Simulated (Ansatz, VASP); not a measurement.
Ti in VASP and in Ansatz

The input INCAR:

```
SYSTEM = Ti
PREC     = Accurate       ! precision mode
ENCUT    = 520            ! plane-wave cutoff, eV
EDIFF    = 1E-6           ! SCF threshold, eV
ISMEAR   = -1             ! smearing method
SIGMA    = 0.1            ! smearing width, eV
LREAL    = .FALSE.        ! projectors in reciprocal space
LASPH    = .TRUE.         ! aspherical terms in the spheres
NELM     = 100            ! most SCF steps
ALGO     = Normal         ! electronic algorithm
ISIF     = 2              ! what is computed and relaxed
LWAVE    = .FALSE.        ! write WAVECAR
LCHARG   = .FALSE.        ! write CHGCAR
GGA      = B5             ! functional
ALDAX    = 1.0          
AGGAX    = 1.0          
AGGAC    = 1.0          
ALDAC    = 0.0          
NBANDS   = 19             ! bands
```

Contents of KPOINTS:

```
Automatic mesh
0
G
  11 11 11
  0 0 0
```

File POSCAR:

```
Ti
1.0
    0.0000000000      2.9885262471      2.9885262471
    2.9885262471      0.0000000000      2.9885262471
    2.9885262471      2.9885262471      0.0000000000
Ti
2
Direct
    0.1250000000      0.1250000000      0.1250000000
    0.8750000000      0.8750000000      0.8750000000
```

Input for Ansatz:

```yaml
crystal:
  lattice:
    - [0.0, 2.9885262471, 2.9885262471]
    - [2.9885262471, 0.0, 2.9885262471]
    - [2.9885262471, 2.9885262471, 0.0]
  atoms:
    - { symbol: Ti, position: [0.125, 0.125, 0.125] }
    - { symbol: Ti, position: [0.875, 0.875, 0.875] }
hamiltonian:
  xc: blyp
  pseudopotentials:
    kind: paw
    azcp:
      Ti: "pseudopotentials/Ti.paw.azcp"
basis:
  ecutwfc: 420
  fft_grid_basis: typed
kpoints:
  mp_grid: { grid: [11, 11, 11], shift: [0, 0, 0] }
magnetization:
  spin_polarized: false
scf:
  occupations: { method: fermi_dirac, width: 0.1 }
  lower_state_search: "off"
output:
  stress: true
```

Alike in both runs: task single point; functional BLYP; k mesh 11 × 11 × 11; occupations fermi-dirac, width 0.1 eV; no spin polarisation.

|  | VASP | Ansatz |
| --- | --- | --- |
| version | VASP 6.6.1 | Ansatz 0.2.0 |
| potentials or method | VASP PAW PBE potentials, release 64 (Ti_sv), cutoff 520 eV | plane waves (420 eV) with PAW, scalar-relativistic |
| valence electrons in the cell | 24 | 24 |

|  | VASP | Ansatz | Ansatz less VASP |
| --- | --- | --- | --- |
| pressure (GPa) | -1.7 | -1.6 | +0.05 |

VASP's potentials were made for PBE, not for BLYP.
